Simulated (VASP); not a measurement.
A run of VASP 6.6.1 is set up as follows.

File INCAR:

```
SYSTEM = AlN
  PREC = Accurate
  ENCUT = 1330
  EDIFF = 1E-6
  ISMEAR = 0
  SIGMA = 0.1
  LREAL = .FALSE.
  LASPH = .TRUE.
  NELM = 120
  ALGO = Normal
  ISIF = 2
  LWAVE = .FALSE.
  LCHARG = .TRUE.
  GGA = PE
  IVDW = 12
  LELF = .TRUE.
  LVHAR = .TRUE.
  NBANDS = 11
  GGA_COMPAT = .FALSE.
```

KPOINTS

```
Automatic mesh
0
G
  6 6 6
  0 0 0
```

POSCAR

```
AlN
1.0
    0.0000000000      2.0345180000      2.0345180000
    2.0345180000      0.0000000000      2.0345180000
    2.0345180000      2.0345180000      0.0000000000
Al N
1 1
Direct
    0.5000000000      0.5000000000      0.5000000000
    0.0000000000      0.0000000000      0.0000000000
```

Potentials or basis: VASP PAW PBE potentials, release 64 (Al, N_h).

Launch:

```sh
$ cat potpaw_PBE.64/Al/POTCAR potpaw_PBE.64/N_h/POTCAR > POTCAR
$ mpirun -np 1 vasp_std > vasp.out
```

Problem. Estimate the pressure.

Solution. -6.6 GPa.

Problem. Estimate the dispersion energy per atom.

Solution. -0.333 eV.

Problem. Predict the band gap on the k mesh.

Solution. 4.42 eV (least direct gap 5.41 eV).

Caveat: the k points lie up to 0.45 Å⁻¹ apart; three body term missing. A k mesh can miss the band edges.
